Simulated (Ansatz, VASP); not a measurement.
KMgF3: VASP beside Ansatz

```
K Mg F
1.0
     3.98590    0.00996    0.00000
     0.00996    3.98590    0.00000
     0.00000    0.00000    3.98590
K Mg F
1 1 3
Direct
  0.50000 0.50000 0.50000
  0.00000 0.00000 0.00000
  0.50000 0.00000 0.00000
  0.00000 0.50000 0.00000
  0.00000 0.00000 0.50000
```

Change from the starting cell: strain +0.0050 x Voigt [0, 0, 0, 0, 0, 1], atoms carried along.

Alike in both runs: task single point; functional PBEsol; k mesh 6 × 6 × 6; occupations gaussian, width 0.05 eV; no spin polarisation.

|  | VASP | Ansatz |
| --- | --- | --- |
| version | VASP 6.6.1 | Ansatz 0.2.0 |
| potentials or method | VASP PAW PBE potentials, release 64 (K_sv, Mg, F), cutoff 520 eV | scalar-relativistic, plane waves, PAW |
| valence electrons in the cell | 32 | 40 |

Ansatz gave:

```
gap on the k mesh at the Fermi level (eV)                     : 7.14
least direct gap on the mesh (eV)                             : 7.46
pressure (GPa)                                                : 0.3
traceless stress, the component that is largest in VASP (GPa) : -0.23
```

Estimate VASP's values.

gap on the k mesh at the Fermi level (eV): 7.12; least direct gap on the mesh (eV): 7.44; pressure (GPa): -0.1; traceless stress, the component that is largest in VASP (GPa): -0.23.

VASP's potentials were made for PBE, not for PBEsol. The functional is the same, so the differences come from potentials, cutoffs and numerics. VASP's potentials hold 32 valence electrons a cell and Ansatz's 40, so a difference there can come from the potentials and not from the codes.
